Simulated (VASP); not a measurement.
# Cu (Fm-3m) in VASP: a series of runs

Cu is run at these levels: r2SCAN; tasks: single point, relaxation of cell and atoms.

Program: VASP 6.6.1. These are calculated values, not measurements. Logs are shortened: lines on timing, memory, paths and dates and some standing lists are left out, and cuts for length are marked.

## 1. The cell of the first run

Symmetry: Fm-3m, No. 225, cubic system. The conventional cell has a = 3.577 Å, b = 3.577 Å, c = 3.577 Å, α = 90.00°, β = 90.00°, γ = 90.00°. Cu (site symmetry m-3m) has 12 Cu at 2.53 Å within 3.3 Å.

## 2. Single point, r2SCAN

Input file POSCAR:

```
Cu
1.0
    0.0000000000      1.7884538105      1.7884538105
    1.7884538105      0.0000000000      1.7884538105
    1.7884538105      1.7884538105      0.0000000000
Cu
1
Direct
    0.5000000000      0.5000000000      0.5000000000
```

Input file INCAR.step1:

```
ALGO = Normal
EDIFF = 1E-4
ENCUT = 520
GGA = PE
ISMEAR = 0
LASPH = T
LCHARG = F
LREAL = F
LWAVE = T
NBANDS = 12
NELM = 80
PREC = Accurate
SIGMA = 0.1
```

Input file INCAR.step2:

```
ALGO = Normal
EDIFF = 1E-7
ENCUT = 520
ISIF = 2
ISMEAR = 0
ISTART = 1
LASPH = T
LCHARG = F
LMIXTAU = T
LREAL = F
LWAVE = F
METAGGA = R2SCAN
NBANDS = 12
NELM = 80
PREC = Accurate
SIGMA = 0.1
```

Input file KPOINTS:

```
k-points
0
Gamma
  26 26 26
```

Potentials or basis: VASP PAW PBE potentials, release 64 (Cu).

Command:

```console
> cat potpaw_PBE.64/Cu/POTCAR > POTCAR
> cp INCAR.step1 INCAR
> mpirun -np 1 vasp_std > vasp.out
> cp INCAR.step2 INCAR
> mpirun -np 1 vasp_std > vasp.out
```

OUTCAR:

```text
EDIFF = 1E-7
   ENCUT = 520
   ISIF = 2
   ISMEAR = 0
   ISTART = 1
   LASPH = T
   LREAL = F
   METAGGA = R2SCAN
   NELM = 80
   PREC = Accurate

 ion  position               nearest neighbor table
   1  0.500  0.500  0.500-

  LATTYP: Found a face centered cubic cell.
 ALAT       =     3.5769076210

  Lattice vectors:

 A1 = (   0.0000000000,   1.7884538105,   1.7884538105)
 A2 = (   1.7884538105,   0.0000000000,   1.7884538105)
 A3 = (   1.7884538105,   1.7884538105,   0.0000000000)

Analysis of symmetry for initial positions (statically):
=====================================================================
 Subroutine PRICEL returns:
 Original cell was already a primitive cell.

 Routine SETGRP: Setting up the symmetry group for a
 face centered cubic supercell.

 Subroutine GETGRP returns: Found 48 space group operations
 (whereof 48 operations were pure point group operations)
 out of a pool of 48 trial point group operations.

The static configuration has the point symmetry O_h .

Analysis of symmetry for dynamics (positions and initial velocities):
=====================================================================
 Subroutine PRICEL returns:
 Original cell was already a primitive cell.

 Routine SETGRP: Setting up the symmetry group for a
 face centered cubic supercell.

 Subroutine GETGRP returns: Found 48 space group operations
 (whereof 48 operations were pure point group operations)
 out of a pool of 48 trial point group operations.

The dynamic configuration has the point symmetry O_h .

 Subroutine INISYM returns: Found 48 space group operations
 (whereof 48 operations are pure point group operations),
 and found     1 'primitive' translations

----------------------------------------------------------------------------------------

                                     Primitive cell

  volume of cell :      11.4410

  direct lattice vectors                    reciprocal lattice vectors
     0.000000000  1.788453811  1.788453811    -0.279571101  0.279571101  0.279571101
     1.788453811  0.000000000  1.788453811     0.279571101 -0.279571101  0.279571101
     1.788453811  1.788453811  0.000000000     0.279571101  0.279571101 -0.279571101

  length of vectors
     2.529255634  2.529255634  2.529255634     0.484231350  0.484231350  0.484231350

  position of ions in fractional coordinates (direct lattice)
     0.500000000  0.500000000  0.500000000

  ion indices of the primitive-cell ions
   primitive index   ion index
                 1           1

----------------------------------------------------------------------------------------

 KPOINTS: k-points

Automatic generation of k-mesh.
 Grid dimensions read from file:
 generate k-points for:   26   26   26

 Generating k-lattice:

  Cartesian coordinates                     Fractional coordinates (reciprocal lattice)
    -0.010752735  0.010752735  0.010752735     0.038461538  0.000000000  0.000000000
     0.010752735 -0.010752735  0.010752735     0.000000000  0.038461538  0.000000000
     0.010752735  0.010752735 -0.010752735     0.000000000  0.000000000  0.038461538

  Length of vectors
     0.018624283  0.018624283  0.018624283

  Shift w.r.t. Gamma in fractional coordinates (k-lattice)
     0.000000000  0.000000000  0.000000000

 Subroutine IBZKPT returns following result:
 ===========================================

 Found    511 irreducible k-points:

 Following reciprocal coordinates:
            Coordinates               Weight
  0.000000  0.000000  0.000000      1.000000
  0.038462  0.000000  0.000000      8.000000
  0.076923  0.000000  0.000000      8.000000
  0.115385  0.000000  0.000000      8.000000
  0.153846  0.000000  0.000000      8.000000
  0.192308  0.000000  0.000000      8.000000
[... 16 lines left out ...]
  0.346154  0.038462  0.000000     24.000000
  0.384615  0.038462  0.000000     24.000000
 [... further k-points ...]
   k-points           NKPTS =    511   k-points in BZ     NKDIM =    511   number of bands    NBANDS=     12
   number of dos      NEDOS =    301   number of ions     NIONS =      1
   total plane-waves  NPLWV =   8000
   dimension x,y,z NGX =    20 NGY =   20 NGZ =   20
   dimension x,y,z NGXF=    40 NGYF=   40 NGZF=   40
   ions per type =               1
   NGX,Y,Z   is equivalent  to a cutoff of  13.15, 13.15, 13.15 a.u.
   NGXF,Y,Z  is equivalent  to a cutoff of  26.29, 26.29, 26.29 a.u.
 SYSTEM =  unknown system
   PREC   = accura    normal or accurate (medium, high low for compatibility)
   ISTART =      1    job   : 0-new  1-cont  2-samecut
   ICHARG =      0    charge: 1-file 2-atom 10-const
   ISPIN  =      1    spin polarized calculation?
   LNONCOLLINEAR =      F non collinear calculations
   LSORBIT =      F    spin-orbit coupling
   LASPH  =      T    aspherical Exc in radial PAW
   ENCUT  =  520.0 eV  38.22 Ry    6.18 a.u.   4.70  4.70  4.70*2*pi/ulx,y,z
   NELM   =     80;   NELMIN=  2; NELMDL=  0     # of ELM steps
   EDIFF  = 0.1E-06   stopping-criterion for ELM
   LREAL  =      F    real-space projection
   EDIFFG = 0.1E-05   stopping-criterion for IOM
   NSW    =      0    number of steps for IOM
   IBRION =     -1    ionic relax: 0-MD 1-quasi-New 2-CG
   NFREE  =      0    steps in history (QN), initial steepest desc. (CG)
   ISIF   =      2    stress and relaxation
   ISYM   =      2    0-nonsym 1-usesym 2-fastsym
   POTIM  = 0.5000    time-step for ionic-motion
   TEBEG  =    0.0;   TEEND  =   0.0 temperature during run
   PSTRESS=    0.0 pullay stress
   NELECT =      11.0000    total number of electrons
   NUPDOWN=      -1.0000    fix difference up-down
   EMIN   =  10.00;   EMAX   =-10.00  energy-range for DOS
   EFERMI =   0.00;   METHOD = LEGACY
   ISMEAR =     0;   SIGMA  =   0.10  broadening in eV -4-tet -1-fermi 0-gaus
   EFERMI_NEDOS =   21; number of points for ismear=-14 and -15
   IALGO  =     38    algorithm
   IMIX   =      4    mixing-type and parameters
     AMIX     =   0.40;   BMIX     =  1.00
     AMIX_MAG =   1.60;   BMIX_MAG =  1.00
  volume/ion in A,a.u.               =      11.44        77.21
  Fermi-wavevector in a.u.,A,eV,Ry     =   1.615789  3.053399 35.521741  2.610774
  Thomas-Fermi vector in A             =   2.710480
   LORBIT       =      0    0 simple, 1 ext, 2 COOP (PROOUT), +10 PAW based schemes
   METAGGA = R2SCAN    functional components
   LHFCALC =     F    Hartree Fock is set to
   AEXX    =    0.0000 exact exchange contribution
   IVDW    =     0    specifies the selected vdW correction
   LEPSILON=     F    determine dielectric tensor
   LRPA    =     F    only Hartree local field effects (RPA)
 non-spin polarized calculation
 Gauss-broadening in eV      SIGMA  =   0.10
  energy-cutoff  :      520.00
  volume of cell :       11.44
 maximum number of plane-waves:       331
   NGX =  9   NGY =  9   NGZ =  9

 number of electron      11.0000012 magnetization

 Free energy of the ion-electron system (eV)
  ---------------------------------------------------
  ext. energy  EPLUGINS =         0.00000000
  ---------------------------------------------------
  free energy    TOTEN  =       -10.82780637 eV

  energy without entropy =      -10.82649043  energy(sigma->0) =      -10.82714840

 E-fermi :   7.8079     XC(G=0): -13.9593

 val. band max:        7.7976242247   @ k =   0.5000   0.1154   0.0000
 cond. band min:       7.8094066314   @ k =   0.5000   0.3462   0.1538
 fundamental gap:      0.0117824067
 Fermi energy:         7.8078540699

 k-point     1 :       0.0000    0.0000    0.0000
  band No.  band energies     occupation
      1      -2.1270      2.00000
      2       4.5574      2.00000
      3       4.5575      2.00000
      4       4.5575      2.00000
      5       5.4152      2.00000
      6       5.4152      2.00000
      7      31.4409      0.00000
      8      34.7280      0.00000
      9      34.7280      0.00000
     10      34.7283      0.00000
     11      37.1441      0.00000
     12      37.1441      0.00000

 k-point     2 :       0.0385    0.0000    0.0000
  band No.  band energies     occupation
      1      -2.0696      2.00000
      2       4.5447      2.00000
      3       4.5686      2.00000
      4       4.5687      2.00000
      5       5.4106      2.00000
      6       5.4106      2.00000
      7      31.1944      0.00000
      8      33.7197      0.00000
      9      34.5103      0.00000
     10      34.5106      0.00000
     11      37.4415      0.00000
     12      37.4416      0.00000

 k-point     3 :       0.0769    0.0000    0.0000
  band No.  band energies     occupation
      1      -1.8982      2.00000
      2       4.5081      2.00000
      3       4.5999      2.00000
      4       4.6000      2.00000
      5       5.3989      2.00000
      6       5.3989      2.00000
      7      30.1023      0.00000
      8      32.7085      0.00000
      9      34.0460      0.00000
     10      34.0462      0.00000
     11      38.1335      0.00000
     12      38.1335      0.00000
[... 286 lines left out ...]
 k-point    23 :       0.3462    0.0385    0.0000
  band No.  band energies     occupation
      1       1.4752      2.00000
      2       4.4902      2.00000
      3       4.6148      2.00000
      4       4.6541      2.00000
      5       5.7446      2.00000
      6       5.8035      2.00000
      7      17.0483      0.00000
      8      30.2517      0.00000
      9      30.4588      0.00000
     10      32.7156      0.00000
     11      35.3923      0.00000
     12      37.2440      0.00000

 k-point    24 :       0.3846    0.0385    0.0000
  band No.  band energies     occupation
      1       1.9249      2.00000
      2       4.5652      2.00000
      3       4.6098      2.00000
      4       4.8456      2.00000
      5       5.8991      2.00000
      6       5.9169      2.00000
      7      15.3702      0.00000
      8      30.0132      0.00000
      9      30.4199      0.00000
     10      32.1560      0.00000
     11      35.1151      0.00000
     12      36.5044      0.00000

 [... further k-points ...]
[... 5 lines left out ...]
  --------------------------------------------------------------------------------------
  -------------------------------------------------------------------------------------
  Total        0.0418950      0.0418950      0.0418950     -0.0000000      0.0000000      0.0000000
  in kB        5.8669120      5.8669120      5.8669120     -0.0000000      0.0000000      0.0000000
  external PRESSURE =       5.8669120 kB  Pullay stress =       0.0000000 kB

 VOLUME and BASIS-vectors are now :
 -----------------------------------------------------------------------------
  energy-cutoff  :      520.00
  volume of cell :       11.44
      direct lattice vectors                 reciprocal lattice vectors
     0.000000000  1.788453811  1.788453811    -0.279571101  0.279571101  0.279571101
     1.788453811  0.000000000  1.788453811     0.279571101 -0.279571101  0.279571101
     1.788453811  1.788453811  0.000000000     0.279571101  0.279571101 -0.279571101

 POSITION                                       TOTAL-FORCE (eV/Angst)
 -----------------------------------------------------------------------------------
      1.78845      1.78845      1.78845         0.000000     -0.000000      0.000000
 -----------------------------------------------------------------------------------
    total drift:                                0.000000      0.000000      0.000000

  FREE ENERGIE OF THE ION-ELECTRON SYSTEM (eV)
  ---------------------------------------------------
  free  energy   TOTEN  =       -10.8278063682 eV

  energy  without entropy=      -10.8264904318  energy(sigma->0) =      -10.82714840
```

It took 2.5 min on 1 thread of AMD EPYC 9R45 (Zen 5), shared host; peak memory 0.15 GiB.

What came out:

```yaml
Free_energy: -10.8278 eV
Pressure: 0.6 GPa
```

Caveat: the PAW data sets were made with another functional, which shifts forces and pressure a little.

## 3. Relaxation of cell and atoms, r2SCAN

Input file POSCAR:

```
Cu
1.0
    0.0000000000      1.7885852991      1.7885852991
    1.7885852991      0.0000000000      1.7885852991
    1.7885852991      1.7885852991      0.0000000000
Cu
1
Direct
    0.5000000000      0.5000000000      0.5000000000
```

Input file INCAR.step1:

```
PREC = Accurate
ENCUT = 600
ISMEAR = 0
SIGMA = 0.1
LREAL = F
LASPH = T
NELM = 80
GGA = PE
ALGO = Normal
EDIFF = 1E-4
LWAVE = T
LCHARG = F
```

Input file INCAR.step2:

```
PREC = Accurate
ENCUT = 600
EDIFF = 1E-6
ISMEAR = 0
SIGMA = 0.1
LREAL = F
LASPH = T
NELM = 80
ALGO = Normal
ISIF = 3
LWAVE = F
LCHARG = F
METAGGA = R2SCAN
LMIXTAU = T
IBRION = 2
NSW = 100
EDIFFG = -0.01
ISTART = 1
```

Input file KPOINTS:

```
regular mesh
0
Gamma
  26 26 26
```

Potentials or basis: VASP PAW PBE potentials, release 64 (Cu).

Command:

```console
> cat potpaw_PBE.64/Cu/POTCAR > POTCAR
> cp INCAR.step1 INCAR
> mpirun -np 1 vasp_std > vasp.out
> cp INCAR.step2 INCAR
> mpirun -np 1 vasp_std > vasp.out
```

Wall time 16 min (1 thread of Oxide Virtual Turin-like, shared host); peak memory 0.16 GiB.

It converged, with:

```
Free energy                            : -10.8281 eV
Relaxed volume                         : 11.49 Å³/atom
Relaxed cell                           : a = 2.533 Å, b = 2.533 Å, c = 2.533 Å, α = 60.00°, β = 60.00°, γ = 60.00°
Space group after relaxing (to 0.05 Å) : Fm-3m (No. 225)
Energy gained by relaxing              : 0.1 meV/atom
Ionic steps                            : 3
Pressure after relaxing                : 0.0 GPa
```

Final structure:
```
Cu
1.0
     0.00000    1.79097    1.79097
     1.79097    0.00000    1.79097
     1.79097    1.79097    0.00000
Cu
1
Direct
  0.50000 0.50000 0.50000
```

Levels at points of the mesh, in eV from the Fermi level:
| k point | band 3 | band 4 | band 5 | band 6 | band 7 | band 8 | band 9 |
| --- | --- | --- | --- | --- | --- | --- | --- |
| (0.00, 0.00, 0.00) | -3.24 | -3.24 | -2.39 | -2.39 | 23.60 | 26.85 | 26.85 |
| (0.50, 0.00, 0.00) | -3.29 | -1.77 | -1.77 | -1.14 | 4.10 | 22.09 | 23.57 |
| (0.50, 0.50, 0.00) | -1.81 | -1.61 | -1.61 | 1.55 | 7.62 | 13.97 | 13.97 |

Caveat: the PAW data sets were made with another functional, which shifts forces and pressure a little.
